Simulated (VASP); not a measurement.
Runs of VASP 6.6.1 on RbBr. The structure is that of space group Pm-3m (No. 221), or close to it. The cells are those of the table. 

```csv
task,level,potentials or basis,cell,k mesh,cutoff (eV),smearing,grid for exact exchange (PRECFOCK),share of exact exchange,gap on the mesh (eV),pressure (GPa)
dielectric tensor,PBE,"VASP PAW PBE potentials, release 64 (Rb_sv, Br)","a = 4.124 Å, 2 atoms",6 × 6 × 6,520,gaussian 0.01 eV,-,-,(b),-
single point,PBEsol,"VASP PAW PBE potentials, release 64 (Rb_sv, Br)","a = 4.075 Å, 2 atoms",6 × 6 × 6,520,fermi-dirac 0.02 eV,-,-,4.03,0.0
single point,PBE0,"VASP PAW PBE potentials, release 64 (Rb_sv, Br)","a = 4.124 Å, 2 atoms",4 × 4 × 4,520,gaussian 0.01 eV,Normal,0.25,(a),0.4
relaxation of cell and atoms,LDA,"VASP PAW LDA potentials, release 64 (Rb_sv, Br)","relaxed from a = 4.193 Å, 2 atoms",6 × 6 × 6,600,fermi-dirac 0.02 eV,-,-,4.11,0.0
single point,LDA,"VASP PAW LDA potentials, release 64 (Rb_sv, Br)","a = 3.968 Å, 2 atoms",6 × 6 × 6,520,fermi-dirac 0.02 eV,-,-,4.13,0.1
```

Alike in all rows: no spin polarisation.

Question: Fill in the values left out.

Answer: (a) 5.99; (b) 4.09.

Caveats: the PAW data sets were made with another functional, which shifts forces and pressure a little (at least some runs).

A k mesh can miss the band edges, and the runs leave out spin-orbit coupling on Br, Rb.
